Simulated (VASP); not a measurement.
Set up this calculation in VASP 6.6.1, as the native input.

| Item | Value |
| --- | --- |
| Task | relaxation of cell and atoms |
| Functional | PBEsol |
| Potentials or basis | VASP PAW PBE potentials, release 64 (Ga_d) |
| Cutoff | 600 eV |
| k mesh | 18 × 18 × 10 |
| Occupations | fermi-dirac, width 0.05 eV |
| Spin | no spin polarisation |
| Target pressure | 230 GPa |
| Dipole correction | no |
| Further INCAR settings | ALGO = Normal; EDIFF = 1e-07; IBRION = 2; EDIFFG = -0.005; NSW = 60; ISIF = 3 |

The structure of Ga lies in POSCAR:

```
Ga
1.0
    2.3288410389      0.0000000000      0.0000000000
   -1.1644205195      2.0168355011      0.0000000000
    0.0000000000      0.0000000000      3.7727224830
Ga
2
Direct
    0.3333333333      0.6666666667      0.2500000000
    0.6666666667      0.3333333333      0.7500000000
```

This isn't the form of Ga at room conditions, which is orthorhombic.

The input as run:

INCAR

```
SYSTEM = Ga
PREC = Accurate
ENCUT = 600
EDIFF = 1E-7
ISMEAR = -1
SIGMA = 0.05
LREAL = .False.
LASPH = .True.
NELM = 100
ALGO = Normal
ISIF = 3
LWAVE = .False.
LCHARG = .False.
GGA = PS
IBRION = 2
NSW = 60
EDIFFG = -0.005
PSTRESS = 2300.0
```

KPOINTS

```
Automatic mesh
0
Gamma
  18 18 10
  0 0 0
```

Potentials or basis: VASP PAW PBE potentials, release 64 (Ga_d).

Run with:

```console
$ cat potpaw_PBE.64/Ga_d/POTCAR > POTCAR
$ mpirun -np 1 vasp_std > vasp.out
```

It gave:

```yaml
Relaxed_volume: 8.78 Å³/atom
Relaxed_cell: a = 2.298 Å, b = 2.298 Å, c = 3.841 Å, α = 90.00°, β = 90.00°, γ = 120.00°
Space_group_after_relaxing_to_0.1_Å: P6_3/mmc (No. 194)
Energy_change_on_relaxing_the_run_minimises_the_enthalpy: +106.8 meV/atom
Ionic_steps: 9
Pressure_after_relaxing: 230.0 GPa
Band_gap_on_the_k_mesh: zero (bands 13 and 14 overlap by 10.75 eV)
```

Caveat: the cell is relaxed towards a set pressure, so the run minimises the enthalpy, not the energy; the PAW data sets were made with another functional, which shifts forces and pressure a little.

Run time: 2.8 min on 1 thread of Intel(R) Xeon(R) 6975P-C (Granite Rapids) (shared host), peak memory 0.19 GiB.
